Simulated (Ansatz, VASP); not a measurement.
**One calculation of CdTe, two programs**

```
Cd Te
1.0
     2.99509   -2.99496    0.00000
     2.99509    2.99496    0.00000
     0.00000    0.00000    6.01525
Cd Te
2 2
Cartesian
  2.9951 1.4954 4.5114
  2.9951 -1.4954 1.5038
  2.9951 -1.4990 4.5114
  2.9951 1.4990 1.5038
```

Alike in both runs: functional PBEsol; k mesh 8 × 8 × 6; occupations fermi-dirac, width 0.05 eV; no spin polarisation.

Ansatz relaxed the structure, and its values are those at the end. VASP's run is a single point on that final structure, the one shown.

|  | VASP | Ansatz |
| --- | --- | --- |
| version | VASP 6.6.1 | Ansatz 0.2.0 |
| potentials or method | VASP PAW PBE potentials, release 64 (Cd, Te) | PAW with Ansatz's default frozen-core files, scalar-relativistic |
| plane-wave cutoff (eV) | 520 | 420 |
| valence electrons in the cell | 36 | 72 |

```csv
,VASP,Ansatz,Ansatz less VASP
pressure (GPa),0.2,0.0,-0.24
```

VASP's potentials were made for PBE, not for PBEsol. With one functional, cell and mesh, what is left measures potentials, basis and numerics. VASP's potentials hold 36 valence electrons a cell and Ansatz's 72, so a difference there can come from the potentials and not from the codes.

Neither program's run includes spin-orbit coupling.
